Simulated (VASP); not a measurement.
Input of a VASP 6.6.1 run:

File INCAR:

```
SYSTEM = Mg
PREC = Accurate ; ENCUT = 520
EDIFF = 1E-6 ; ISMEAR = -1
SIGMA = 0.05 ; LREAL = .FALSE.
LASPH = .TRUE. ; NELM = 80
ALGO = Normal ; ISIF = 2
LWAVE = .FALSE. ; LCHARG = .FALSE.
GGA = PE ; NBANDS = 7
```

The input KPOINTS:

```
Automatic mesh
0
G
  11 11 11
  0 0 0
```

File POSCAR:

```
Mg
1.0
   -1.7985118965      1.7985118965      1.6451208489
    1.7985118965     -1.7985118965      1.6451208489
    1.7985118965      1.7985118965     -1.6451208489
Mg
1
Direct
    0.0000000000      0.0000000000      0.0000000000
```

Potentials or basis: VASP PAW PBE potentials, release 64 (Mg).

Run with:

```bash
$ cat potpaw_PBE.64/Mg/POTCAR > POTCAR
$ mpirun -np 1 vasp_std > vasp.out
```

(1) What does it give for the band gap on the k mesh?

(2) Estimate the pressure.

## Answers

(1) zero (band 1 reaches 6.27 eV, above the bottom of band 2 at 1.89 eV).

(2) 3.1 GPa.
